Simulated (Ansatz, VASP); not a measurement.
Ag in VASP and in Ansatz

Contents of POSCAR:

```
Ag
1.0
    2.9428065281      0.0000000000      0.0000000000
   -1.4714032640      2.5485452117      0.0000000000
    0.0000000000      0.0000000000     10.1961282242
Ag
4
Direct
    0.0000000000      0.0000000000      0.5000000000
    0.0000000000      0.0000000000      0.0000000000
    0.6666666667      0.3333333333      0.7500000000
    0.3333333333      0.6666666667      0.2500000000
```

File INCAR.step1:

```
PREC = Accurate
ENCUT = 520
ISMEAR = -1
SIGMA = 0.05
LREAL = F
LASPH = T
NELM = 60
NBANDS = 30
GGA = PE
ALGO = Normal
EDIFF = 1E-4
LWAVE = T
LCHARG = F
```

INCAR.step2

```
PREC = Accurate
ENCUT = 520
EDIFF = 1E-6
ISMEAR = -1
SIGMA = 0.05
LREAL = F
LASPH = T
NELM = 60
ALGO = Normal
ISIF = 2
LWAVE = F
LCHARG = F
METAGGA = R2SCAN
LMIXTAU = T
NBANDS = 30
ISTART = 1
```

The input KPOINTS:

```
Automatic mesh
0
Gamma
  11 11 3
```

The input input.yaml:

```yaml
crystal:
  lattice:
    - [2.9428065281, 0.0, 0.0]
    - [-1.471403264, 2.5485452117, 0.0]
    - [0.0, 0.0, 10.1961282242]
  atoms:
    - { symbol: Ag, position: [0.0, 0.0, 0.5] }
    - { symbol: Ag, position: [0.0, 0.0, 0.0] }
    - { symbol: Ag, position: [0.6666666667, 0.3333333333, 0.75] }
    - { symbol: Ag, position: [0.3333333333, 0.6666666667, 0.25] }
hamiltonian:
  xc: r2scan
  pseudopotentials: { kind: paw }
kpoints:
  mp_grid: { grid: [11, 11, 3] }
scf:
  occupations: { method: fermi_dirac, width: 0.05 }
output:
  forces: true
  stress: true
  eigenvalues: true
  write_density: true
  write_potential: true
  elf: true
  volumetric_format: npy
```

Alike in both runs: task single point; functional r2SCAN; k mesh 11 × 11 × 3; occupations fermi-dirac, width 0.05 eV; no spin polarisation.

|  | VASP | Ansatz |
| --- | --- | --- |
| version | VASP 6.6.1 | Ansatz 0.2.0 |
| potentials or method | VASP PAW PBE potentials, release 64 (Ag) | Ansatz PAW |
| plane-wave cutoff (eV) | 520 | 500 |
| valence electrons in the cell | 44 | 76 |

```csv
,VASP,Ansatz,Ansatz less VASP
gap on the k mesh at the Fermi level (eV),none,none,-
pressure (GPa),-7.4,-7.4,-0.02
"traceless stress, the component that is largest in VASP (GPa)",-1.58,-1.55,+0.032
```

VASP's potentials were made for PBE, not for r2SCAN. A gap of «none» marks a metal or a gap that the smearing closes. VASP's potentials hold 44 valence electrons a cell and Ansatz's 76, so a difference there can come from the potentials and not from the codes.
